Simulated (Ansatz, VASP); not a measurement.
MnPt2 in VASP and in Ansatz

File INCAR:

```
  PREC = Accurate
  ENCUT = 520
  EDIFF = 1E-7
  ISMEAR = -1
  SIGMA = 0.05
  LREAL = False
  LASPH = True
  NELM = 150
  ALGO = Fast
  ISIF = 2
  LWAVE = False
  LCHARG = True
  ISPIN = 2
  MAGMOM = 0 0 4
  LORBIT = 11
  LMAXMIX = 4
  LELF = True
  LVHAR = True
  NBANDS = 28
```

KPOINTS

```
regular mesh
0
Gamma
  11 11 4
```

POSCAR

```
MnPt2
1.0
    2.8000532941      0.0000000000      0.0000000000
   -1.4000266470      2.4249172847      0.0000000000
    0.0000000000      0.0000000000      6.3991501735
Pt Mn
2 1
Direct
    0.6666666667      0.3333333333      0.3162060000
    0.3333333333      0.6666666667      0.6837940000
    0.0000000000      0.0000000000      0.0000000000
```

File input.yaml:

```yaml
crystal:
  lattice:
    - [2.8000532941, 0.0, 0.0]
    - [-1.400026647, 2.4249172847, 0.0]
    - [0.0, 0.0, 6.3991501735]
  atoms:
    - { symbol: Pt, position: [0.6666666667, 0.3333333333, 0.316206] }
    - { symbol: Pt, position: [0.3333333333, 0.6666666667, 0.683794] }
    - { symbol: Mn, position: [0.0, 0.0, 0.0], spin: 4.0 }
kpoints:
  mp_grid: { grid: [11, 11, 4] }
scf:
  occupations: { method: fermi_dirac, width: 0.05 }
hamiltonian:
  xc: lda
  pseudopotentials: { kind: all_electron, lapw: { basis_error: 0.002 } }
magnetization:
  spin_polarized: true
output:
  forces: true
  stress: true
  eigenvalues: true
```

Change from the starting cell: volume scaled by 0.94.

Alike in both runs: task single point; functional LDA; k mesh 11 × 11 × 4; occupations fermi-dirac, width 0.05 eV; collinear spin.

|  | VASP | Ansatz |
| --- | --- | --- |
| version | VASP 6.6.1 | Ansatz 0.2.0 |
| potentials or method | VASP PAW LDA potentials, release 64 (Pt, Mn_pv), cutoff 520 eV | all-electron LAPW, scalar-relativistic |

VASP gave:

- gap on the k mesh at the Fermi level (eV): none
- pressure (GPa): -6.7
- traceless stress, the component that is largest in VASP (GPa): 4.28
- rms of the force components (eV/Å): 0.005
- net moment per atom (μB): 1.23
- size of the moment on the site where the two differ most (μB): 3.13

Question: Which values does Ansatz return?

Answer: gap on the k mesh at the Fermi level (eV): none; pressure (GPa): -5.9; traceless stress, the component that is largest in VASP (GPa): 3.88; rms of the force components (eV/Å): 0.009; net moment per atom (μB): 1.29; size of the moment on the site where the two differ most (μB): 3.31.

LDA's correlation is that of Perdew and Zunger in VASP and of Perdew and Wang (1992) in Ansatz. Site moments also hang on the region over which each program counts them. Atom by atom the forces differ by 0.014 eV/Å (rms over components). A gap of «none» marks a metal or a gap that the smearing closes. Ansatz ran all-electron here, and VASP with PAW potentials.

Spin-orbit coupling is off throughout.
